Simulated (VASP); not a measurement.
Set up this calculation in VASP 6.6.1, as the native input.

- Task: single point
- Functional: PBE
- Potentials or basis: VASP PAW PBE potentials, release 64 (Ti_sv, O)
- Cutoff: 520 eV
- k mesh: 8 × 8 × 6
- Occupations: fermi-dirac, width 0.02 eV
- Spin: no spin polarisation
- Dipole correction: no
- Further INCAR settings: ALGO = Normal; EDIFF = 1e-06; NBANDS = 33

The structure of TiO2 lies in POSCAR:

```
TiO2
1.0
    3.3671529609      0.0000000000      0.0000000000
    0.0000000000      3.3671529609      0.0000000000
    0.0000000000      0.0000000000      5.2051742126
Ti O
2 4
Direct
    0.5000000000      0.5000000000      0.5000000000
    0.0000000000      0.0000000000      0.0000000000
    0.0000000000      0.5000000000      0.6626422325
    0.5000000000      0.0000000000      0.8373577675
    0.5000000000      0.0000000000      0.3373577675
    0.0000000000      0.5000000000      0.1626422325
```

These files were run (other wordings do the same):

INCAR

```
SYSTEM = TiO2
PREC = Accurate
ENCUT = 520
EDIFF = 1E-6
ISMEAR = -1
SIGMA = 0.02
LREAL = .FALSE.
LASPH = .TRUE.
NELM = 60
ALGO = Normal
ISIF = 2
LWAVE = .FALSE.
LCHARG = .FALSE.
GGA = PE
NBANDS = 33
```

KPOINTS

```
Automatic mesh
0
G
  8 8 6
  0 0 0
```

Potentials or basis: VASP PAW PBE potentials, release 64 (Ti_sv, O).

Run with:

```console
$ cat potpaw_PBE.64/Ti_sv/POTCAR potpaw_PBE.64/O/POTCAR > POTCAR
$ mpirun -np 1 vasp_std > vasp.out
```

It gave:

```json
{
 "Pressure": "6.5 GPa",
 "Largest force": "0.136 eV/Å",
 "Band gap on the k mesh": "2.52 eV (least direct gap 2.55 eV)"
}
```

Caveat: the cell stands under pressure.

It used 60 s of CPU time on 1 thread of Intel(R) Xeon(R) 6975P-C (Granite Rapids), on a shared host.
